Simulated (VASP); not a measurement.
The system is CoO.

```
Co O
1.0
     0.00000    2.13150    2.13150
     2.13150    0.00000    2.13150
     2.13150    2.13150    0.00000
Co O
1 1
Cartesian
  0.0000 0.0000 0.0000
  2.1315 2.1315 2.1315
```

Base run:

| Item | Value |
| --- | --- |
| Program | VASP 6.6.1 |
| Functional | PBEsol |
| Potentials or basis | VASP PAW PBE potentials, release 64 (Co_sv, O) |
| Cutoff | 700 eV |
| k mesh | 11 × 11 × 11 |
| Occupations | fermi-dirac, width 0.05 eV |
| Spin | collinear spin, ferromagnetic start |
| Starting moments | [1.71, 0.0] μB |

Its results: pressure -12.0 GPa; net moment 2.95 μB per cell; site moments Co +2.53; O +0.32 μB.

**Question.** The run is repeated on the same cell with these changes: functional from PBEsol to PBE. What comes out?

**Answer.** Pressure -2.9 GPa; net moment 2.92 μB per cell; site moments Co +2.52; O +0.29 μB.

PBE binds less tightly than PBEsol, so the same cell stands under more pressure.

Caveats: a cell with one magnetic atom can't hold antiferromagnetic order, which such compounds often take; the cell stands under tension (at least some runs); the PAW data sets were made with another functional, which shifts forces and pressure a little (at least some runs).
